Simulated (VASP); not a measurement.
**PtSe2: single point with PBE+D3(BJ)**

The system is PtSe2, a sheet with vacuum.

```
Pt Se
1.0
     3.72400    0.00000    0.00000
    -1.86200    3.22508    0.00000
     0.00000    0.00000   29.18600
Pt Se
3 6
Direct
  0.00000 0.00000 0.32656
  0.00000 0.00000 0.50000
  0.00000 0.00000 0.67344
  0.33333 0.66667 0.37076
  0.66667 0.33333 0.28236
  0.33333 0.66667 0.54420
  0.66667 0.33333 0.45580
  0.33333 0.66667 0.71764
  0.66667 0.33333 0.62924
```

```yaml
Program: VASP 6.6.1
Task: single point
Functional: PBE
Dispersion: D3(BJ)
Potentials_or_basis: VASP PAW PBE potentials, release 64 (Pt, Se)
Cutoff: 520 eV
k_mesh: 12 × 12 × 1
Occupations: gaussian, width 0.03 eV
Spin: no spin polarisation
Dipole_correction: yes
Further_INCAR_settings: ALGO = Normal; EDIFF = 1e-06; NBANDS = 43
```

```yaml
Largest_force: 0.376 eV/Å
Band_gap_on_the_k_mesh: 0.07 eV (least direct gap 0.72 eV)
Dispersion_energy_per_atom: -0.414 eV
```

Forces on the atoms (eV/Å):
```
Pt   0.000  0.000  0.273
Pt   0.000  0.000  0.000
Pt   0.000  0.000 -0.273
Se   0.000  0.000  0.177
Se   0.000  0.000 -0.376
Se   0.000  0.000  0.253
Se   0.000  0.000 -0.253
Se   0.000  0.000  0.376
Se   0.000  0.000 -0.177
```

Levels at points of the mesh, in eV from the valence-band top:
| k point | band 30 | band 31 | band 32 | band 33 | band 34 | band 35 | band 36 | band 37 |
| --- | --- | --- | --- | --- | --- | --- | --- | --- |
| (0.00, 0.00, 0.00) | -1.06 | -1.04 | -1.04 | -0.06 | 1.53 | 1.53 | 1.91 | 1.91 |
| (0.50, 0.00, 0.00) | -2.92 | -2.80 | -2.32 | -1.65 | 0.84 | 1.11 | 1.39 | 1.57 |

It took 3.4 min on 1 thread of AMD EPYC 9R45 96-Core Processor (Zen 5), on a shared host, peak memory 0.53 GiB.

Caveat: spin-orbit coupling is left out, which moves the levels of the heavy elements.
